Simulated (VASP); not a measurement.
Here is a VASP 6.6.1 calculation.

INCAR

```
SYSTEM = NiO
  ALGO = Normal
  EDIFF = 1E-7
  ENCUT = 520
  GGA = PS
  ISIF = 2
  ISMEAR = 0
  ISPIN = 2
  LASPH = .True.
  LCHARG = .True.
  LELF = .True.
  LMAXMIX = 4
  LORBIT = 11
  LREAL = .False.
  LVHAR = .True.
  LWAVE = .False.
  MAGMOM = 1.14 0.2
  NBANDS = 19
  NELM = 150
  PREC = Accurate
  SIGMA = 0.1
```

Contents of KPOINTS:

```
k-points
0
Gamma
  18 18 18
  0 0 0
```

The input POSCAR:

```
NiO
1.0
    0.0000000000      2.0372658590      2.0372658590
    2.0372658590      0.0000000000      2.0372658590
    2.0372658590      2.0372658590      0.0000000000
Ni O
1 1
Direct
    0.0000000000      0.0000000000      0.0000000000
    0.5000000000      0.5000000000      0.5000000000
```

Potentials or basis: VASP PAW PBE potentials, release 64 (Ni, O).

Run with:

```sh
$ cat potpaw_PBE.64/Ni/POTCAR potpaw_PBE.64/O/POTCAR > POTCAR
$ mpirun -np 1 vasp_std > vasp.out
```

Q: What does it give for the net moment?

A: 0.78 μB per cell.

Q: Predict the site moments.

A: Ni +0.66; O +0.10 μB.

Q: Predict the pressure.

A: 4.9 GPa.

Caveat: the cell stands under pressure; the PAW data sets were made with another functional, which shifts forces and pressure a little; a cell with one magnetic atom can't hold antiferromagnetic order, which such compounds often take.
